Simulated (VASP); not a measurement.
Ag:

```
CELL_PARAMETERS angstrom
2.92230 0.00000 0.00000
-1.46115 2.53079 0.00000
0.00000 0.00000 4.70166
ATOMIC_POSITIONS crystal
Ag 0.33333 0.66667 0.25000
Ag 0.66667 0.33333 0.75000
```

Program: VASP 6.6.1. Alike in all runs: task single point; level PBE; potentials or basis VASP PAW PBE potentials, release 64 (Ag); no spin polarisation; cell as given; smearing gaussian 0.1 eV.

Q: Order these runs on this cell by their pressure, lowest first.
A. k mesh 2 × 5 × 3; cutoff (eV) 500
B. k mesh 7 × 5 × 4; cutoff (eV) 520
C. k mesh 2 × 2 × 1; cutoff (eV) 520
D. k mesh 1 × 6 × 1; cutoff (eV) 500

A: D (-11.6 GPa), B (2.3 GPa), A (7.3 GPa), C (9.6 GPa).

Caveats: all runs use coarse meshes.
